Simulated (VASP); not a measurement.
NaH, 2 atoms in the cell. It takes space group F-43m (No. 216, cubic). The conventional cell has a = 5.194 Å, b = 5.194 Å, c = 5.194 Å, α = 90.00°, β = 90.00°, γ = 90.00°. Within 3.0 Å of Na (site symmetry -43m) lie 4 H at 2.25 Å. Within 3.0 Å of H (site symmetry -43m) lie 4 Na at 2.25 Å. 

```yaml
Program: VASP 6.6.1
Task: single point
Functional: PBE
Potentials_or_basis: VASP PAW PBE potentials, release 64 (Na_pv, H)
Cutoff: 520 eV
k_mesh: 8 × 8 × 8
Occupations: fermi-dirac, width 0.02 eV
Spin: no spin polarisation
Dipole_correction: no
Further_INCAR_settings: ALGO = Normal; EDIFF = 1e-07; NBANDS = 11
```

Potentials or basis: VASP PAW PBE potentials, release 64 (Na_pv, H).

Run with:

```bash
$ cat potpaw_PBE.64/Na_pv/POTCAR potpaw_PBE.64/H/POTCAR > POTCAR
$ mpirun -np 1 vasp_std > vasp.out
```

Hardware: 1 thread of Intel(R) Xeon(R) Platinum 8375C CPU @ 2.90GHz (Ice Lake), on a shared host.

Estimate the wall time of this run.

Wall time 12 s on 1 thread of Intel(R) Xeon(R) Platinum 8375C CPU @ 2.90GHz (Ice Lake) (shared host), peak memory 0.15 GiB. Counts: scf iterations 13, k points 29.
